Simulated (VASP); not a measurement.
# KCl: single point with PBE

Crystal: KCl.

```xyz
2
Lattice="-0.0759 3.1252 3.1252 3.1252 -0.0759 3.1252 3.1252 3.1252 -0.0759" Properties=species:S:1:pos:R:3 pbc="T T T"
K     0.0000    0.0000    0.0000
Cl    3.0872    3.0872    3.0872
```

This cell differs from its parent crystal: epitaxial 111 strain +1.8%.

| Property | Result |
| --- | --- |
| Program | VASP 6.6.1 |
| Task | single point |
| Functional | PBE |
| Potentials or basis | VASP PAW PBE potentials, release 64 (K_sv, Cl) |
| Cutoff | 520 eV |
| k mesh | 8 × 8 × 8 |
| Occupations | fermi-dirac, width 0.02 eV |
| Spin | no spin polarisation |

```json
{"Pressure": "0.5 GPa", "Band gap on the k mesh": "5.08 eV, direct"}
```

Stress tensor (GPa, compression positive):
```
0.47 0.14 0.14
0.14 0.47 0.14
0.14 0.14 0.47
```

Levels at points of the mesh, in eV from the valence-band top:
```
           k point  band 5  band 6  band 7  band 8  band 9  band 10  band 11  band 12
(0.00, 0.00, 0.00)  -10.75   -0.06   -0.06    0.00    5.08     8.23     8.23     8.53
(0.50, 0.00, 0.00)  -10.51   -1.08   -0.37   -0.31    7.50     8.45    10.28    10.54
(0.50, 0.50, 0.00)  -10.80   -0.69   -0.29   -0.23    6.50     8.23     9.93    10.15
(0.50, 0.50, 0.50)  -10.54   -1.06   -0.41   -0.41    7.50     8.60    10.50    10.50
```

Run time: 30 s on 1 thread of Intel(R) Xeon(R) 6975P-C (Granite Rapids) (shared host), peak memory 0.23 GiB.

Caveat: the cell differs from its parent crystal (epitaxial 111 strain +1.8%). A k mesh can miss the band edges.
